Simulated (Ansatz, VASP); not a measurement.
# Two plane-wave programs on SiC

```
Si C
1.0
     2.17400   -2.17400    0.00000
     2.17400    0.00000   -2.17400
     9.56560    7.82640    8.69600
Si C
6 6
Direct
  0.64168 0.66667 0.06247
  0.64168 0.00000 0.89580
  0.24168 0.33333 0.22913
  0.44168 0.66667 0.56247
  0.84168 0.00000 0.39580
  0.04168 0.33333 0.72913
  0.49168 0.66667 0.43747
  0.89168 0.00000 0.27080
  0.09168 0.33333 0.60413
  0.29168 0.66667 0.93747
  0.69168 0.00000 0.77080
  0.29168 0.33333 0.10413
```

Alike in both runs: task single point; functional PBE; k mesh 10 × 10 × 2; occupations gaussian, width 0.05 eV; no spin polarisation.

```csv
,VASP,Ansatz
version,VASP 6.6.1,Ansatz 0.2.0
potentials or method,"VASP PAW PBE potentials, release 64 (Si, C), cutoff 520 eV","scalar-relativistic, plane waves, PAW"
valence electrons in the cell,48,48
```

VASP gave:

```
gap on the k mesh at the Fermi level (eV)                     : 0.66
least direct gap on the mesh (eV)                             : 1.32
pressure (GPa)                                                : 3.6
traceless stress, the component that is largest in VASP (GPa) : -5.99
rms of the force components (eV/Å)                            : 0.370
```

Task: What did Ansatz give for the same quantities?

Result: gap on the k mesh at the Fermi level (eV): 0.67; least direct gap on the mesh (eV): 1.32; pressure (GPa): 3.6; traceless stress, the component that is largest in VASP (GPa): -5.99; rms of the force components (eV/Å): 0.371.

Atom by atom the forces differ by 0.003 eV/Å (rms over components).
